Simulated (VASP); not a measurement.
A run of VASP 6.6.1 is set up as follows.

INCAR

```
PREC = Accurate
ENCUT = 520
EDIFF = 1E-6
ISMEAR = -1
SIGMA = 0.01
LREAL = Auto
LASPH = True
NELM = 100
ALGO = Normal
ISIF = 2
LWAVE = False
LCHARG = False
GGA = PE
NELECT = 216.0
NBANDS = 140
```

KPOINTS

```
Automatic mesh
0
Gamma
  3 3 3
```

File POSCAR:

```
BeB26P27
1.0
    0.0000000000      6.8070000000      6.8070000000
    6.8070000000      0.0000000000      6.8070000000
    6.8070000000      6.8070000000      0.0000000000
Be B P
1 26 27
Direct
    0.0000000000      0.0000000000      0.0000000000
    0.0008962635      0.0008962635      0.3336773782
    0.0008962635      0.0008962635      0.6645300948
    0.0008962635      0.3336773782      0.0008962635
    0.0003670429      0.3332109857      0.3332109857
    0.0008962635      0.3336773782      0.6645300948
    0.0008962635      0.6645300948      0.0008962635
    0.0008962635      0.6645300948      0.3336773782
    0.0006308209      0.6664563930      0.6664563930
    0.3336773782      0.0008962635      0.0008962635
    0.3332109857      0.0003670429      0.3332109857
    0.3336773782      0.0008962635      0.6645300948
    0.3332109857      0.3332109857      0.0003670429
    0.3332109857      0.3332109857      0.3332109857
    0.3332532929      0.3332532929      0.6667467071
    0.3336773782      0.6645300948      0.0008962635
    0.3332532929      0.6667467071      0.3332532929
    0.3332532929      0.6667467071      0.6667467071
    0.6645300948      0.0008962635      0.0008962635
    0.6645300948      0.0008962635      0.3336773782
    0.6664563930      0.0006308209      0.6664563930
    0.6645300948      0.3336773782      0.0008962635
    0.6667467071      0.3332532929      0.3332532929
    0.6667467071      0.3332532929      0.6667467071
    0.6664563930      0.6664563930      0.0006308209
    0.6667467071      0.6667467071      0.3332532929
    0.6664563930      0.6664563930      0.6664563930
    0.0857177855      0.0857177855      0.0857177855
    0.0826097903      0.0826097903      0.4173902097
    0.0857177855      0.0857177855      0.7428466436
    0.0826097903      0.4173902097      0.0826097903
    0.0826097903      0.4173902097      0.4173902097
    0.0830545417      0.4160984404      0.7504235090
    0.0857177855      0.7428466436      0.0857177855
    0.0830545417      0.7504235090      0.4160984404
    0.0830545417      0.7504235090      0.7504235090
    0.4173902097      0.0826097903      0.0826097903
    0.4173902097      0.0826097903      0.4173902097
    0.4160984404      0.0830545417      0.7504235090
    0.4173902097      0.4173902097      0.0826097903
    0.4166164149      0.4166164149      0.4166164149
    0.4166164149      0.4166164149      0.7501507554
    0.4160984404      0.7504235090      0.0830545417
    0.4166164149      0.7501507554      0.4166164149
    0.4160984404      0.7504235090      0.7504235090
    0.7428466436      0.0857177855      0.0857177855
    0.7504235090      0.0830545417      0.4160984404
    0.7504235090      0.0830545417      0.7504235090
    0.7504235090      0.4160984404      0.0830545417
    0.7501507554      0.4166164149      0.4166164149
    0.7504235090      0.4160984404      0.7504235090
    0.7504235090      0.7504235090      0.0830545417
    0.7504235090      0.7504235090      0.4160984404
    0.7500000000      0.7500000000      0.7500000000
```

Potentials or basis: VASP PAW PBE potentials, release 64 (Be, B, P).

Command:

```console
$ cat potpaw_PBE.64/Be/POTCAR potpaw_PBE.64/B/POTCAR potpaw_PBE.64/P/POTCAR > POTCAR
$ mpirun -np 1 vasp_std > vasp.out
```

(1) Estimate the largest force.

Answers

(1) 0.029 eV/Å.

Caveat: the cell carries a net charge on a neutralising background, which shifts energy and pressure.
